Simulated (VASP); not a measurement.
A run of VASP 6.6.1 is set up as follows.

File INCAR:

```
ALGO = Normal ; EDIFF = 1E-6
ENCUT = 520 ; GGA = PS
ISIF = 2 ; ISMEAR = -1
LASPH = T ; LCHARG = T
LELF = T ; LREAL = F
LVHAR = T ; LWAVE = F
NBANDS = 35 ; NELM = 100
PREC = Accurate ; SIGMA = 0.05
```

The input KPOINTS:

```
k-points
0
Gamma
  10 10 2
```

Contents of POSCAR:

```
WS2
1.0
    3.1401869545      0.0000000000      0.0000000000
   -1.5700934773      2.7194816752      0.0000000000
    0.0000000000      0.0000000000     23.3488758846
W S
2 4
Direct
    0.6666666667      0.3333333333      0.3626824600
    0.3333333333      0.6666666667      0.6373175400
    0.6666666667      0.3333333333      0.7031838900
    0.3333333333      0.6666666667      0.4285581700
    0.6666666667      0.3333333333      0.5714418300
    0.3333333333      0.6666666667      0.2968161100
```

Potentials or basis: VASP PAW PBE potentials, release 64 (W_sv, S).

The run is started by

```bash
$ cat potpaw_PBE.64/W_sv/POTCAR potpaw_PBE.64/S/POTCAR > POTCAR
$ mpirun -np 1 vasp_std > vasp.out
```

(1) What does it give for the band gap on the k mesh?

(2) Estimate the largest force.

Results:

(1) 1.68 eV, indirect (least direct gap 2.24 eV).

(2) 0.700 eV/Å.

Caveat: the PAW data sets were made with another functional, which shifts forces and pressure a little; spin-orbit coupling is left out, which moves the levels of the heavy elements.
